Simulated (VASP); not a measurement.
# Ga3As3N2 in VASP: notebook, part 2 of 2

VASP 6.6.1. The steps go on from the part before.

### Step 3. Single point, PBE+D3(BJ)

INCAR

```
SYSTEM = Ga3As3N2
PREC = Accurate
ENCUT = 520
EDIFF = 1E-7
ISMEAR = 0
SIGMA = 0.05
LREAL = .FALSE.
LASPH = .TRUE.
NELM = 60
ALGO = Normal
ISIF = 2
LWAVE = .FALSE.
LCHARG = .FALSE.
LDIPOL = .TRUE.
IDIPOL = 3
DIPOL = 0.5 0.5 0.326
GGA = PE
IVDW = 12
NBANDS = 42
```

KPOINTS

```
Automatic mesh
0
G
  7 5 1
  0 0 0
```

POSCAR

```
Ga3As3N2
1.0
    4.0137031116      0.0000000000      0.0000000000
    0.0000000000      5.6762333758      0.0000000000
    0.0000000000      0.0000000000     22.8852699092
Ga As N
3 3 2
Direct
    0.5000000000      0.5000000000      0.1747849169
    0.0000000000      0.0653835254      0.2732733389
    0.5000000000      0.4894639615      0.3292030243
    0.0000000000      0.2500000000      0.1747849169
    0.5000000000      0.8102208702      0.2554204538
    0.0000000000      0.2887573197      0.3664046761
    0.0000000000      0.5387573197      0.4931237409
    0.0000000000      0.5387573197      0.5411895931
```

Potentials or basis: VASP PAW PBE potentials, release 64 (Ga_d, As, N).

The run is started by

```bash
$ cat potpaw_PBE.64/Ga_d/POTCAR potpaw_PBE.64/As/POTCAR potpaw_PBE.64/N/POTCAR > POTCAR
$ mpirun -np 1 vasp_std > vasp.out
```

OUTCAR:

```text
SYSTEM = Ga3As3N2
   PREC = Accurate
   ENCUT = 520
   EDIFF = 1E-7
   ISMEAR = 0
   LREAL = .FALSE.
   LASPH = .TRUE.
   NELM = 60
   ISIF = 2
   GGA = PE
   IVDW = 12
 IVDW          = 12

 ion  position               nearest neighbor table
   1  0.500  0.500  0.175-   4 2.46   4 2.46   5 2.55
   2  0.000  0.065  0.273-   6 2.48   4 2.49   5 2.51   5 2.51
   3  0.500  0.489  0.329-   6 2.46   6 2.46   5 2.48
   4  0.000  0.250  0.175-   1 2.46   1 2.46   2 2.49
   5  0.500  0.810  0.255-   3 2.48   2 2.51   2 2.51   1 2.55
   6  0.000  0.289  0.366-   3 2.46   3 2.46   2 2.48
   7  0.000  0.539  0.493-   8 1.10
   8  0.000  0.539  0.541-   7 1.10

  LATTYP: Found a simple orthorhombic cell.
 ALAT       =     4.0137031116
 B/A-ratio  =     1.4142135624
 C/A-ratio  =     5.7017844302

  Lattice vectors:

 A1 = (   4.0137031116,   0.0000000000,   0.0000000000)
 A2 = (   0.0000000000,   5.6762333758,   0.0000000000)
 A3 = (   0.0000000000,   0.0000000000,  22.8852699092)

[... 184 lines left out ...]

 k-point     1 :       0.0000    0.0000    0.0000
  band No.  band energies     occupation
      1     -25.9761      2.00000
      2     -17.1565      2.00000
      3     -17.0806      2.00000
      4     -17.0667      2.00000
      5     -17.0467      2.00000
      6     -17.0358      2.00000
[... 529 lines left out ...]
     41       2.8532      0.00000
     42       3.2290      0.00000

------------------------ aborting loop because EDIFF is reached ----------------------------------------

 vacuum level on the upper side and lower side of the slab       (xc-potential included)         0.004        -0.162

 Edisp (eV)   -1.27923

 E8    (eV) :    -0.5787

  FORCE on cell =-STRESS in cart. coord.  units (eV):
  Direction    XX          YY          ZZ          XY          YZ          ZX
  --------------------------------------------------------------------------------------
  -------------------------------------------------------------------------------------
  Total      -2.15112    -2.54870     2.87792     0.00000     0.28917     0.00000
  in kB      -6.61018    -7.83191     8.84358     0.00000     0.88859     0.00000
  external pressure =       -1.87 kB  Pullay stress =        0.00 kB

 VOLUME and BASIS-vectors are now :
 -----------------------------------------------------------------------------
  energy-cutoff  :      520.00
  volume of cell :      521.39
      direct lattice vectors                 reciprocal lattice vectors
     4.013703112  0.000000000  0.000000000     0.249146479  0.000000000  0.000000000
     0.000000000  5.676233376  0.000000000     0.000000000  0.176173165  0.000000000
     0.000000000  0.000000000 22.885269909     0.000000000  0.000000000  0.043696229

 POSITION                                       TOTAL-FORCE (eV/Angst)
 -----------------------------------------------------------------------------------
      2.00685      2.83812      4.00000         0.000000     -0.317113      1.038516
      0.00000      0.37113      6.25393         0.000000      0.008303      0.024367
      2.00685      2.77831      7.53390         0.000000      0.006936     -0.006273
      0.00000      1.41906      4.00000         0.000000      0.309334     -1.079330
      2.00685      4.59900      5.84537         0.000000     -0.006829     -0.019260
      0.00000      1.63905      8.38527         0.000000     -0.110068     -0.095219
      0.00000      3.05811     11.28527         0.000000      0.160771     -2.044177
      0.00000      3.05811     12.38527         0.000000     -0.051334      2.181377
 -----------------------------------------------------------------------------------
    total drift:                                0.000000     -0.000362      0.000811

  FREE ENERGIE OF THE ION-ELECTRON SYSTEM (eV)
  ---------------------------------------------------
  free  energy   TOTEN  =       -40.6190206957 eV

  energy  without entropy=      -40.6190206952  energy(sigma->0) =      -40.61902070

 vacuum level on the upper side and lower side of the slab         2.594         2.421
```

Run time: 5.5 min. Hardware: 1 thread of Intel Xeon Platinum 8488C (Sapphire Rapids), shared host; peak memory 0.63 GiB.

What came out:

```yaml
Free_energy: -40.6190 eV
Largest_force: 2.182 eV/Å
Band_gap_on_the_k_mesh: 0.39 eV (least direct gap 0.75 eV)
Dispersion_energy_per_atom: -0.160 eV
```

Forces on the atoms (eV/Å):
```
Ga   0.000 -0.317  1.039
Ga   0.000  0.008  0.024
Ga   0.000  0.007 -0.006
As   0.000  0.309 -1.079
As   0.000 -0.007 -0.019
As   0.000 -0.110 -0.095
N    0.000  0.161 -2.044
N    0.000 -0.051  2.181
```

Caveat: the standard files for N, O and F lose accuracy on very short bonds; semilocal functionals underestimate gaps, and a narrow one can read as zero.

### Step 4. Single point, PBE+D3(BJ)

INCAR

```
SYSTEM = Ga3As3N2
  PREC = Accurate
  ENCUT = 520
  EDIFF = 1E-7
  ISMEAR = 0
  SIGMA = 0.05
  LREAL = .FALSE.
  LASPH = .TRUE.
  NELM = 100
  ALGO = Normal
  ISIF = 2
  LWAVE = .FALSE.
  LCHARG = .TRUE.
  LDIPOL = .TRUE.
  IDIPOL = 3
  DIPOL = 0.5 0.5 0.326
  GGA = PE
  IVDW = 12
  LELF = .TRUE.
  LVHAR = .TRUE.
  LVACPOTAV = .TRUE.
  NBANDS = 42
```

KPOINTS is that of step 3.

POSCAR: that of step 3 with these lines changed.

```diff
@@ -14,3 +14,3 @@
     0.0000000000      0.2887573197      0.3664046761
-    0.0000000000      0.5387573197      0.4931237409
-    0.0000000000      0.5387573197      0.5411895931
+    0.0000000000      1.0387573197      0.4931237409
+    0.0000000000      1.0387573197      0.5411895931
```

The run is started by

```bash
$ cat potpaw_PBE.64/Ga_d/POTCAR potpaw_PBE.64/As/POTCAR potpaw_PBE.64/N/POTCAR > POTCAR
$ mpirun -np 1 vasp_std > vasp.out
```

It took 5.5 min on 1 thread of Intel Xeon Platinum 8488C (Sapphire Rapids), shared host; peak memory 0.63 GiB.

The run converged. Its results:

```yaml
Free_energy: -40.5851 eV
Largest_force: 2.214 eV/Å
Band_gap_on_the_k_mesh: 0.40 eV (least direct gap 0.78 eV)
Dispersion_energy_per_atom: -0.159 eV
```

Forces on the atoms (eV/Å):
```
Ga   0.000 -0.313  1.023
Ga   0.000 -0.006  0.000
Ga   0.000  0.008 -0.033
As   0.000  0.324 -1.062
As   0.000  0.026 -0.009
As   0.000  0.102 -0.116
N    0.000 -0.211 -2.017
N    0.000  0.069  2.213
```

Levels at points of the mesh, in eV from the valence-band top:
| k point | band 29 | band 30 | band 31 | band 32 | band 33 | band 34 | band 35 | band 36 |
| --- | --- | --- | --- | --- | --- | --- | --- | --- |
| (0.00, 0.00, 0.00) | -1.30 | -0.89 | -0.84 | 0.00 | 0.78 | 1.64 | 2.23 | 2.65 |

Caveat: the standard files for N, O and F lose accuracy on very short bonds; semilocal functionals underestimate gaps, and a narrow one can read as zero.

### Step 5. Overview

| cell | gap on the mesh (eV) | largest force (eV/Å) |
| --- | --- | --- |
| as given, atomic positions A | 0.41 | 2.15 |
| as given, atomic positions B | 0.39 | 2.18 |
| as given, atomic positions C | 0.40 | 2.21 |

Alike in all rows: task single point; level PBE+D3(BJ); potentials or basis VASP PAW PBE potentials, release 64 (Ga_d, As, N); no spin polarisation; k mesh 7 × 5 × 1; cutoff (eV) 520; smearing gaussian 0.05 eV.

Caveats: the standard files for N, O and F lose accuracy on very short bonds; semilocal functionals underestimate gaps, and a narrow one can read as zero.

Total energies depend on the potentials used, so only differences within one code and one set of settings carry meaning.
